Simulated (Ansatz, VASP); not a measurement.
GeSe in VASP and in Ansatz

```
CELL_PARAMETERS angstrom
10.99289 0.00000 0.00000
0.00000 3.87912 0.00000
0.00000 0.00000 4.42636
ATOMIC_POSITIONS crystal
Ge 0.12366 0.75000 0.88916
Ge 0.62366 0.75000 0.61084
Ge 0.37634 0.25000 0.38916
Ge 0.87634 0.25000 0.11084
Se 0.85400 0.75000 0.49853
Se 0.35400 0.75000 0.00147
Se 0.64600 0.25000 0.99853
Se 0.14600 0.25000 0.50147
```

Alike in both runs: functional PBE; dispersion D3(BJ); k mesh 2 × 6 × 6; occupations gaussian, width 0.02 eV; no spin polarisation.

Ansatz relaxed the structure, and its values are those at the end. VASP's run is a single point on that final structure, the one shown.

|  | VASP | Ansatz |
| --- | --- | --- |
| version | VASP 6.6.1 | Ansatz 0.2.0 |
| potentials or method | VASP PAW PBE potentials, release 64 (Ge_d, Se), cutoff 500 eV | scalar-relativistic, plane waves, PAW |
| valence electrons in the cell | 80 | 120 |

|  | VASP | Ansatz | Ansatz less VASP |
| --- | --- | --- | --- |
| gap on the k mesh at the Fermi level (eV) | 0.72 | 0.72 | +0.007 |
| least direct gap on the mesh (eV) | 0.88 | 0.89 | +0.009 |
| pressure (GPa) | 0.0 | 0.0 | -0.02 |
| rms of the force components (eV/Å) | 0.011 | 0.008 | -0.0031 |

VASP's potentials hold 80 valence electrons a cell and Ansatz's 120, so a difference there can come from the potentials and not from the codes. Ansatz's warnings: dispersion switch in reach, relaxed geometry near dispersion switch.
